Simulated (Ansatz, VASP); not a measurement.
One calculation of HfSi3W, two programs

```
Hf Si W
1.0
     3.74951    0.00000    0.00000
    -1.87476    3.24717    0.00000
     0.00000    0.00000    6.99590
Hf Si W
1 3 1
Direct
  0.33333 0.66667 0.81000
  0.00000 0.00000 0.02514
  0.33333 0.66667 0.40395
  0.66667 0.33333 0.56813
  0.66667 0.33333 0.19277
```

Change from the starting cell: species swapped into the Mg3BiSb type (P3m1, No. 156).

Alike in both runs: functional PBE; k mesh 12 × 12 × 6; occupations gaussian, width 0.1 eV; no spin polarisation.

Ansatz relaxed the structure, and its values are those at the end. VASP's run is a single point on that final structure, the one shown.

|  | VASP | Ansatz |
| --- | --- | --- |
| version | VASP 6.6.1 | Ansatz 0.2.0 |
| potentials or method | VASP PAW PBE potentials, release 64 (Hf_pv, Si, W_sv), cutoff 500 eV | scalar-relativistic, plane waves, PAW |
| valence electrons in the cell | 36 | 52 |

VASP gave:

- gap on the k mesh at the Fermi level (eV): none
- pressure (GPa): 0.0
- rms of the force components (eV/Å): 0.008

Estimate Ansatz's values.

gap on the k mesh at the Fermi level (eV): none; pressure (GPa): 0.0; rms of the force components (eV/Å): 0.001.

A gap of «none» marks a metal or a gap that the smearing closes. With one functional, cell and mesh, what is left measures potentials, basis and numerics. VASP's potentials hold 36 valence electrons a cell and Ansatz's 52, so a difference there can come from the potentials and not from the codes.

Spin-orbit coupling is off throughout.
